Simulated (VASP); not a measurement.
# Co (P-3m1) in VASP: notebook

Co is run at these levels: PBE; tasks: single point.

Everything below comes from runs of VASP 6.6.1. Logs are shortened: lines on timing, memory, paths and dates and some standing lists are left out, and cuts for length are marked.

## Step 1: The cell of the first run

Symmetry: P-3m1, No. 164, trigonal system. Conventional cell: a = 2.487 Å, b = 2.487 Å, c = 4.063 Å, α = 90.00°, β = 90.00°, γ = 120.00°. Co (site symmetry 3m) has 12 Co at 2.42 to 2.55 Å within 3.2 Å.

## Step 2: Single point, PBE, collinear spin, ferromagnetic start

The input, INCAR:

```
PREC = Accurate
ENCUT = 520
EDIFF = 1E-7
ISMEAR = -1
SIGMA = 0.1
LREAL = False
LASPH = True
NELM = 150
ALGO = Normal
ISIF = 2
LWAVE = False
LCHARG = True
ISPIN = 2
MAGMOM = 2 2
LORBIT = 11
LMAXMIX = 4
GGA = PE
LELF = True
LVHAR = True
NBANDS = 20
```

The input, KPOINTS:

```
regular mesh
0
Gamma
  14 14 8
```

The input, POSCAR:

```
Co
1.0
    2.4873648738      0.0000000000      0.0000000000
   -1.2436824369      2.1541211692      0.0000000000
    0.0000000000      0.0000000000      4.0632895034
Co
2
Direct
    0.6666666667      0.3333333333      0.2598610000
    0.3333333333      0.6666666667      0.7401390000
```

Potentials or basis: VASP PAW PBE potentials, release 64 (Co).

Started as:

```bash
$ cat potpaw_PBE.64/Co/POTCAR > POTCAR
$ mpirun -np 1 vasp_std > vasp.out
```

OUTCAR:

```text
PREC = Accurate
   ENCUT = 520
   EDIFF = 1E-7
   ISMEAR = -1
   LREAL = False
   LASPH = True
   NELM = 150
   ISIF = 2
   ISPIN = 2
   LORBIT = 11
   GGA = PE

 ion  position               nearest neighbor table
   1  0.667  0.333  0.260-   2 2.42   2 2.42   2 2.42   2 2.55   2 2.55   2 2.55
   2  0.333  0.667  0.740-   1 2.42   1 2.42   1 2.42   1 2.55   1 2.55   1 2.55

  LATTYP: Found a hexagonal cell.
 ALAT       =     2.4873648738
 C/A-ratio  =     1.6335719565

  Lattice vectors:

 A1 = (   2.4873648738,   0.0000000000,   0.0000000000)
 A2 = (  -1.2436824369,   2.1541211692,   0.0000000000)
 A3 = (   0.0000000000,   0.0000000000,   4.0632895034)

Analysis of symmetry for initial positions (statically):
=====================================================================
 Subroutine PRICEL returns:
 Original cell was already a primitive cell.

 Routine SETGRP: Setting up the symmetry group for a
 hexagonal supercell.

 Subroutine GETGRP returns: Found 12 space group operations
 (whereof 12 operations were pure point group operations)
 out of a pool of 24 trial point group operations.

The static configuration has the point symmetry D_3d.

Analysis of symmetry for dynamics (positions and initial velocities):
=====================================================================
 Subroutine PRICEL returns:
 Original cell was already a primitive cell.

 Routine SETGRP: Setting up the symmetry group for a
 hexagonal supercell.

 Subroutine GETGRP returns: Found 12 space group operations
 (whereof 12 operations were pure point group operations)
 out of a pool of 24 trial point group operations.

The dynamic configuration has the point symmetry D_3d.

Analysis of structural, dynamic, and magnetic symmetry:
=====================================================================
 Subroutine PRICEL returns:
 Original cell was already a primitive cell.

 Routine SETGRP: Setting up the symmetry group for a
 hexagonal supercell.

 Subroutine GETGRP returns: Found 12 space group operations
 (whereof 12 operations were pure point group operations)
 out of a pool of 24 trial point group operations.

The overall configuration has the point symmetry D_3d.

 Subroutine INISYM returns: Found 12 space group operations
 (whereof 12 operations are pure point group operations),
 and found     1 'primitive' translations

[... 114 lines left out ...]
     AMIX_MAG =   1.60;   BMIX_MAG =  1.00
  volume/ion in A,a.u.               =      10.89        73.46
  Fermi-wavevector in a.u.,A,eV,Ry     =   1.536514  2.903591 32.121660  2.360875
  Thomas-Fermi vector in A             =   2.643152
   LORBIT       =     11    0 simple, 1 ext, 2 COOP (PROOUT), +10 PAW based schemes
   GGA     = PE    functional components
   LHFCALC =     F    Hartree Fock is set to
   AEXX    =    0.0000 exact exchange contribution
   IVDW    =     0    specifies the selected vdW correction
   LEPSILON=     F    determine dielectric tensor
   LRPA    =     F    only Hartree local field effects (RPA)
 spin polarized calculation
  energy-cutoff  :      520.00
  volume of cell :       21.77
 maximum number of plane-waves:       600
   NGX =  9   NGY =  9   NGZ = 15

 number of electron      17.9999996 magnetization       3.1975156

 Free energy of the ion-electron system (eV)
  ---------------------------------------------------
  ext. energy  EPLUGINS =         0.00000000
  ---------------------------------------------------
  free energy    TOTEN  =       -14.07613325 eV

  energy without entropy =      -14.01359214  energy(sigma->0) =      -14.04486270

 E-fermi :  10.2304     XC(G=0): -13.3804

 val. band max:       10.2291751500   @ k =   0.2857   0.0714   0.5000
 cond. band min:      10.2339162135   @ k =   0.2143   0.1429   0.1250
 fundamental gap:      0.0047410635
 Fermi energy:        10.2304012403

 spin component 1

 k-point     1 :       0.0000    0.0000    0.0000
  band No.  band energies     occupation
      1       1.3208      1.00000
      2       5.0782      1.00000
      3       7.5675      1.00000
      4       7.6186      1.00000
      5       7.6186      1.00000
      6       7.9122      1.00000
[... 541 lines left out ...]
     19      26.9526      0.00000
     20      42.8803      0.00000

 [... further k-points ...]

 spin component 2

 k-point     1 :       0.0000    0.0000    0.0000
  band No.  band energies     occupation
      1       1.3157      1.00000
      2       5.9995      1.00000
      3       9.1418      0.99998
      4       9.2461      0.99995
      5       9.2461      0.99995
      6       9.5560      0.99882
[... 541 lines left out ...]
     19      27.3371      0.00000
     20      43.0316      0.00000

 [... further k-points ...]

------------------------ aborting loop because EDIFF is reached ----------------------------------------

  FORCE on cell =-STRESS in cart. coord.  units (eV):
  Direction    XX          YY          ZZ          XY          YZ          ZX
  --------------------------------------------------------------------------------------
  -------------------------------------------------------------------------------------
  Total        0.0451690      0.0451690     -0.1968616      0.0000000      0.0000000      0.0000000
  in kB        3.3240228      3.3240228    -14.4871903      0.0000000      0.0000000      0.0000000
  external PRESSURE =      -2.6130482 kB  Pullay stress =       0.0000000 kB

 VOLUME and BASIS-vectors are now :
 -----------------------------------------------------------------------------
  energy-cutoff  :      520.00
  volume of cell :       21.77
      direct lattice vectors                 reciprocal lattice vectors
     2.487364874  0.000000000  0.000000000     0.402031889  0.232113220  0.000000000
    -1.243682437  2.154121169  0.000000000     0.000000000  0.464226439  0.000000000
     0.000000000  0.000000000  4.063289503     0.000000000  0.000000000  0.246106018

 POSITION                                       TOTAL-FORCE (eV/Angst)
 -----------------------------------------------------------------------------------
      1.24368      0.71804      1.05589        -0.000000      0.000000     -0.516983
     -0.00000      1.43608      3.00740         0.000000     -0.000000      0.516983
 -----------------------------------------------------------------------------------
    total drift:                                0.000000     -0.000000     -0.000000

  FREE ENERGIE OF THE ION-ELECTRON SYSTEM (eV)
  ---------------------------------------------------
  free  energy   TOTEN  =       -14.0761332537 eV

  energy  without entropy=      -14.0135921375  energy(sigma->0) =      -14.04486270

 total charge

# of ion       s       p       d       tot
------------------------------------------
    1        0.489   0.520   7.264   8.273
    2        0.489   0.520   7.264   8.273
--------------------------------------------------
tot          0.977   1.041  14.529  16.547

 magnetization (x)

# of ion       s       p       d       tot
------------------------------------------
    1       -0.015  -0.053   1.687   1.618
    2       -0.015  -0.053   1.687   1.618
--------------------------------------------------
tot         -0.030  -0.107   3.373   3.237
```

Run time: 2.6 min. Hardware: 1 thread of Intel Xeon Platinum 8259CL at 2.50GHz (Skylake/Cascade Lake), shared host; peak memory 0.21 GiB.

What came out:

```yaml
Free_energy: -14.0761 eV
Pressure: -0.3 GPa
Largest_force: 0.517 eV/Å
Net_moment: 3.20 μB per cell
Site_moments: Co +1.62 μB
Valence_electrons_inside_the_program's_atomic_spheres: Co 8.27
```

Forces in eV/Å, atoms in the order of the input:
```
Co   0.000  0.000 -0.517
Co   0.000  0.000  0.517
```

Stress tensor (GPa, compression positive):
```
 0.33  0.00  0.00
 0.00  0.33  0.00
 0.00  0.00 -1.45
```

## Step 3: Single point, PBE, collinear spin, ferromagnetic start

The input, INCAR:

```
  ALGO = Normal
  EDIFF = 1E-6
  ENCUT = 520
  GGA = PE
  ISIF = 2
  ISMEAR = -1
  ISPIN = 2
  LASPH = T
  LCHARG = T
  LELF = T
  LMAXMIX = 4
  LORBIT = 11
  LREAL = F
  LVHAR = T
  LWAVE = F
  MAGMOM = 1.7 1.7
  NBANDS = 20
  NELM = 150
  PREC = Accurate
  SIGMA = 0.1
```

The input, KPOINTS:

```
k-points
0
Gamma
  14 14 8
```

POSCAR is that of step 2.

Potentials or basis: VASP PAW PBE potentials, release 64 (Co).

Started as:

```bash
$ cat potpaw_PBE.64/Co/POTCAR > POTCAR
$ mpirun -np 1 vasp_std > vasp.out
```

Run time: 1.8 min. Hardware: 1 thread of Intel Xeon Platinum 8259CL at 2.50GHz (Skylake/Cascade Lake), shared host; peak memory 0.21 GiB.

Results (log left out):

```
Free energy                                           : -14.0761 eV
Pressure                                              : -0.3 GPa
Largest force                                         : 0.517 eV/Å
Net moment                                            : 3.20 μB per cell
Site moments                                          : Co +1.62 μB
Valence electrons inside the program's atomic spheres : Co 8.27
```

Forces in eV/Å, atoms in the order of the input:
```
Co   0.000  0.000 -0.517
Co   0.000  0.000  0.517
```

Stress tensor (GPa, compression positive):
```
 0.29  0.00  0.00
 0.00  0.29  0.00
 0.00  0.00 -1.50
```

Levels at points of the mesh, in eV from the Fermi level:
Spin up:
```
           k point  band 9  band 10  band 11  band 12  band 13  band 14
(0.00, 0.00, 0.00)   -1.91    -0.85    -0.85    -0.17     6.13    22.05
(0.50, 0.00, 0.00)   -0.68    -0.52     1.30     3.32     9.44    10.40
(0.00, 0.00, 0.50)   -1.27    -1.27    -1.06    -1.06    14.13    15.29
(0.50, 0.00, 0.50)   -0.64    -0.58     1.46     1.73     7.09     7.38
```
Spin down:
```
           k point  band 3  band 4  band 5  band 6  band 7  band 8  band 9  band 10  band 11  band 12
(0.00, 0.00, 0.00)   -1.09   -0.98   -0.98   -0.67   -0.67   -0.21   -0.11    -0.11     1.03     1.03
(0.50, 0.00, 0.00)   -3.26   -1.81   -1.10   -1.06   -0.66    1.17    1.27     1.33     2.51     4.28
(0.00, 0.00, 0.50)   -1.82   -1.35   -1.05   -1.05   -1.03   -1.03    0.63     0.63     0.76     0.76
(0.50, 0.00, 0.50)   -2.58   -2.23   -0.26    0.14    0.18    0.30    1.25     1.28     2.00     2.36
```
